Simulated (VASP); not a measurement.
# GaSb3: relaxation of cell and atoms with LDA

Crystal: GaSb3.

```
CELL_PARAMETERS angstrom
0.00000 3.62544 3.62544
3.62544 0.00000 3.62544
3.62544 3.62544 0.00000
ATOMIC_POSITIONS crystal
Ga 0.00000 0.00000 0.00000
Sb 0.50000 0.50000 0.50000
Sb 0.25000 0.25000 0.25000
Sb 0.75000 0.75000 0.75000
```

```json
{"Program": "VASP 6.6.1", "Task": "relaxation of cell and atoms", "Functional": "LDA", "Potentials or basis": "VASP PAW LDA potentials, release 64 (Ga_d, Sb)", "Cutoff": "600 eV", "k mesh": "5 × 5 × 5", "Occupations": "fermi-dirac, width 0.01 eV", "Spin": "no spin polarisation", "Dipole correction": "no", "Further INCAR settings": "ALGO = Normal; EDIFF = 1e-07; IBRION = 2; EDIFFG = -0.02; NSW = 60; ISIF = 3"}
```

| Quantity | Value |
| --- | --- |
| Pressure after relaxing | 0.0 GPa |

Final structure:
```yaml
crystal:
  lattice:
    - [0.00000, 3.62544, 3.62544]
    - [3.62544, 0.00000, 3.62544]
    - [3.62544, 3.62544, 0.00000]
  atoms:
    - { symbol: Ga, position: [0.00000, 0.00000, 0.00000] }
    - { symbol: Sb, position: [0.50000, 0.50000, 0.50000] }
    - { symbol: Sb, position: [0.25000, 0.25000, 0.25000] }
    - { symbol: Sb, position: [0.75000, 0.75000, 0.75000] }
```

Levels at points of the mesh, in eV from the Fermi level:
| k point | band 12 | band 13 | band 14 | band 15 | band 16 | band 17 |
| --- | --- | --- | --- | --- | --- | --- |
| (0.00, 0.00, 0.00) | -2.38 | -2.21 | -2.21 | -2.21 | -0.40 | -0.40 |

Run time: 34 s on 1 thread of Intel Xeon 8259CL, with other jobs on the host, peak memory 0.21 GiB.

Caveat: the relaxation stopped at its first step, so nothing moved; the highest band is partly filled, so the run has too few bands; spin-orbit coupling is left out, which moves the levels of the heavy elements.
